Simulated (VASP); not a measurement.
# W8C8O in VASP: further runs, part 2 of 2

VASP 6.6.1.

## (4) Single point, PBEsol

INCAR reads:

```
  PREC = Accurate
  ENCUT = 520
  EDIFF = 1E-6
  ISMEAR = 0
  SIGMA = 0.05
  LREAL = Auto
  LASPH = T
  NELM = 80
  ALGO = Normal
  ISIF = 2
  LWAVE = F
  LCHARG = F
  GGA = PS
  NBANDS = 89
```

KPOINTS reads:

```
regular mesh
0
Gamma
  3 3 1
```

POSCAR reads:

```
W8C8O
1.0
    5.7964000000      0.0000000000      0.0000000000
   -2.8982000000      5.0198300000      0.0000000000
    0.0000000000      0.0000000000     16.2471000000
W C O
8 8 1
Direct
    0.0000000000      0.0000000000      0.0615493842
   -0.0018452088      0.0000577709      0.2373488807
    0.0000000000      0.5000000000      0.0615493842
   -0.0077631990      0.4967933177      0.2347375224
    0.5000000000      0.0000000000      0.0615493842
    0.4969309351      0.0025341496      0.2345439494
    0.5000000000      0.5000000000      0.0615493842
    0.4967242143      0.4967735959      0.2351484880
    0.3360310878      0.1687628864      0.1416190582
    0.3349432452      0.1683351827      0.3045542281
    0.3324982006      0.6665080292      0.1434511390
    0.3326047441      0.6708091708      0.3179209213
    0.8324993996      0.1687266302      0.1417225228
    0.8215002882      0.1559827723      0.3039094361
    0.8322315590      0.6643985952      0.1419824461
    0.8231788669      0.6679925416      0.3042432803
    0.1669407594      0.5919258222      0.3727271328
```

Potentials or basis: VASP PAW PBE potentials, release 64 (W_sv, C, O).

Started as:

```sh
$ cat potpaw_PBE.64/W_sv/POTCAR potpaw_PBE.64/C/POTCAR potpaw_PBE.64/O/POTCAR > POTCAR
$ mpirun -np 1 vasp_std > vasp.out
```

OUTCAR:

```text
PREC = Accurate
   ENCUT = 520
   EDIFF = 1E-6
   ISMEAR = 0
   LREAL = Auto
   LASPH = T
   NELM = 80
   ISIF = 2
   GGA = PS

 ion  position               nearest neighbor table
   1  0.000  0.000  0.062-   9 2.13  13 2.13  15 2.13   2 2.86   5 2.90   5 2.90   3 2.90   3 2.90
                             7 2.90   7 2.90
   2  0.998  0.000  0.237-  14 1.99  16 1.99  10 2.01  13 2.29  15 2.29   9 2.30   1 2.86   6 2.88
                             8 2.88   4 2.90   4 2.90   8 2.91   6 2.91
   3  0.000  0.500  0.062-  13 2.11  15 2.12  11 2.13   4 2.81   7 2.90   7 2.90   5 2.90   1 2.90
                             1 2.90   5 2.90
   4  0.992  0.497  0.235-  14 2.05  16 2.05  12 2.18  15 2.23  13 2.24  11 2.26  17 2.41   3 2.81
                             6 2.87   8 2.87   2 2.90   2 2.90   8 2.92   6 2.93
   5  0.500  0.000  0.062-   9 2.12  13 2.12  11 2.14   6 2.81   1 2.90   1 2.90   3 2.90   7 2.90
                             7 2.90   3 2.90
   6  0.497  0.003  0.235-  14 1.98  10 2.00  12 2.15   9 2.23  11 2.24  13 2.26   5 2.81   8 2.87
                             4 2.87   2 2.88   2 2.91   4 2.93   8 2.93
   7  0.500  0.500  0.062-   9 2.11  15 2.12  11 2.14   8 2.82   3 2.90   3 2.90   5 2.90   5 2.90
                             1 2.90   1 2.90
   8  0.497  0.497  0.235-  16 1.99  10 2.00  12 2.17   9 2.24  11 2.24  15 2.26   7 2.82   6 2.87
                             4 2.87   2 2.88   2 2.91   4 2.92   6 2.93
   9  0.336  0.169  0.142-   7 2.11   5 2.12   1 2.13   6 2.23   8 2.24   2 2.30
  10  0.335  0.168  0.305-   8 2.00   6 2.00   2 2.01
  11  0.332  0.667  0.143-   3 2.13   5 2.14   7 2.14   8 2.24   6 2.24   4 2.26
  12  0.333  0.671  0.318-  17 1.22   6 2.15   8 2.17   4 2.18
  13  0.832  0.169  0.142-   3 2.11   5 2.12   1 2.13   4 2.24   6 2.26   2 2.29
  14  0.822  0.156  0.304-   6 1.98   2 1.99   4 2.05
  15  0.832  0.664  0.142-   3 2.12   7 2.12   1 2.13   4 2.23   8 2.26   2 2.29
  16  0.823  0.668  0.304-   8 1.99   2 1.99   4 2.05
  17  0.167  0.592  0.373-  12 1.22   4 2.41

  LATTYP: Found a hexagonal cell.
 ALAT       =     5.7964000000
 C/A-ratio  =     2.8029639086

  Lattice vectors:

 A1 = (   5.7964000000,   0.0000000000,   0.0000000000)
 A2 = (  -2.8982000000,   5.0198300000,   0.0000000000)
 A3 = (   0.0000000000,   0.0000000000,  16.2471000000)

Analysis of symmetry for initial positions (statically):
[... 168 lines left out ...]
  energy-cutoff  :      520.00
  volume of cell :      472.74
 maximum number of plane-waves:     12753
 NGX is ok and might be reduce to    48
   NGX = 21   NGY = 21   NGZ = 61

 number of electron     149.9999993 magnetization

 Free energy of the ion-electron system (eV)
  ---------------------------------------------------
  ext. energy  EPLUGINS =         0.00000000
  ---------------------------------------------------
  free energy    TOTEN  =      -180.51129385 eV

  energy without entropy =     -180.49598429  energy(sigma->0) =     -180.50363907

 E-fermi :   0.4473     XC(G=0):  -6.2366

 val. band max:        0.4224888768   @ k =  -0.3333   0.3333   0.0000
 cond. band min:       0.4599824820   @ k =   0.3333   0.3333   0.0000
 fundamental gap:      0.0374936052
 Fermi energy:         0.4473326348

 k-point     1 :       0.0000    0.0000    0.0000
  band No.  band energies     occupation
      1     -73.6386      2.00000
      2     -73.4874      2.00000
      3     -73.4384      2.00000
      4     -73.4254      2.00000
      5     -73.4158      2.00000
      6     -73.3687      2.00000
[... 439 lines left out ...]
     86       2.9441      0.00000
     87       2.9605      0.00000
 [bands above 87 left out]

------------------------ aborting loop because EDIFF is reached ----------------------------------------

  FORCE on cell =-STRESS in cart. coord.  units (eV):
  Direction    XX          YY          ZZ          XY          YZ          ZX
  --------------------------------------------------------------------------------------
  -------------------------------------------------------------------------------------
  Total        1.4077431      1.3225740      1.6613924      0.3266977     -0.2299056      0.7943318
  in kB        4.7710149      4.4823663      5.6306639      1.1072189     -0.7791784      2.6920885
  external PRESSURE =       4.9613484 kB  Pullay stress =       0.0000000 kB

 VOLUME and BASIS-vectors are now :
 -----------------------------------------------------------------------------
  energy-cutoff  :      520.00
  volume of cell :      472.74
      direct lattice vectors                 reciprocal lattice vectors
     5.796400000  0.000000000  0.000000000     0.172520875  0.099604967  0.000000000
    -2.898200000  5.019830000  0.000000000     0.000000000  0.199209933  0.000000000
     0.000000000  0.000000000 16.247100000     0.000000000  0.000000000  0.061549446

 POSITION                                       TOTAL-FORCE (eV/Angst)
 -----------------------------------------------------------------------------------
      0.00000      0.00000      1.00000         0.016750      0.017790      0.103761
      5.78554      0.00029      3.85623        -0.002977      0.003301     -0.034210
     -1.44910      2.50991      1.00000         0.001571      0.036814     -0.055694
      4.31159      2.49382      3.81380        -0.004301      0.020296     -0.020183
      2.89820      0.00000      1.00000        -0.030104     -0.170657     -0.211155
      2.87307      0.01272      3.81066        -0.001331     -0.033697     -0.025555
[... 9 lines left out ...]
      2.83550      3.35321      4.94307        -0.114209     -0.021540      0.042274
     -0.74786      2.97137      6.05573        -0.091982     -0.218363      0.572042
 -----------------------------------------------------------------------------------
    total drift:                               -0.001690      0.003728     -0.032127

  FREE ENERGIE OF THE ION-ELECTRON SYSTEM (eV)
  ---------------------------------------------------
  free  energy   TOTEN  =      -180.5112938503 eV

  energy  without entropy=     -180.4959842874  energy(sigma->0) =     -180.50363907
```

OSZICAR:

```text
N       E                     dE             d eps       ncg     rms          rms(c)
DAV:   1     0.177142598472E+04    0.17714E+04   -0.88131E+04  1074   0.160E+03
DAV:   2    -0.834717255278E+02   -0.18549E+04   -0.18203E+04  1015   0.484E+02
DAV:   3    -0.198928517685E+03   -0.11546E+03   -0.11211E+03  1068   0.118E+02
[... 22 lines left out ...]
DAV:  26    -0.180511282166E+03   -0.25097E-04   -0.11236E-06   651   0.471E-03    0.140E-03
DAV:  27    -0.180511289023E+03   -0.68575E-05   -0.26629E-07   598   0.282E-03    0.981E-04
DAV:  28    -0.180511291657E+03   -0.26338E-05   -0.96820E-08   533   0.135E-03    0.578E-04
DAV:  29    -0.180511293360E+03   -0.17033E-05   -0.11311E-07   571   0.102E-03    0.175E-04
DAV:  30    -0.180511293850E+03   -0.49016E-06   -0.38800E-08   507   0.621E-04
   1 F= -.18051129E+03 E0= -.18050364E+03  d E =-.153096E-01
```

Wall time 6.9 min (1 thread of Intel Xeon 6975P-C (Granite Rapids), shared host); peak memory 0.66 GiB.

What came out:

```
Free energy            : -180.5113 eV
Largest force          : 0.623 eV/Å
Band gap on the k mesh : zero (bands 75 and 76 overlap by 0.46 eV)
```

Forces on the atoms (eV/Å):
```
W    0.017  0.018  0.104
W   -0.003  0.003 -0.034
W    0.002  0.037 -0.056
W   -0.004  0.020 -0.020
W   -0.030 -0.171 -0.211
W   -0.001 -0.034 -0.026
W   -0.174  0.125 -0.132
W   -0.036  0.012 -0.066
C    0.004 -0.009 -0.020
C   -0.001  0.013  0.091
C   -0.009  0.003  0.009
C    0.455  0.200 -0.375
C   -0.004  0.003  0.013
C   -0.014  0.015  0.120
C    0.006  0.002 -0.012
C   -0.114 -0.022  0.042
O   -0.092 -0.218  0.572
```

Caveat: the k points lie up to 0.42 Å⁻¹ apart; there is no dipole correction, which matters where the two faces differ; the PAW data sets were made with another functional, which shifts forces and pressure a little; spin-orbit coupling is left out, which moves the levels of the heavy elements.

The gap in the log of VASP goes by the Fermi energy; the results here count the filled bands.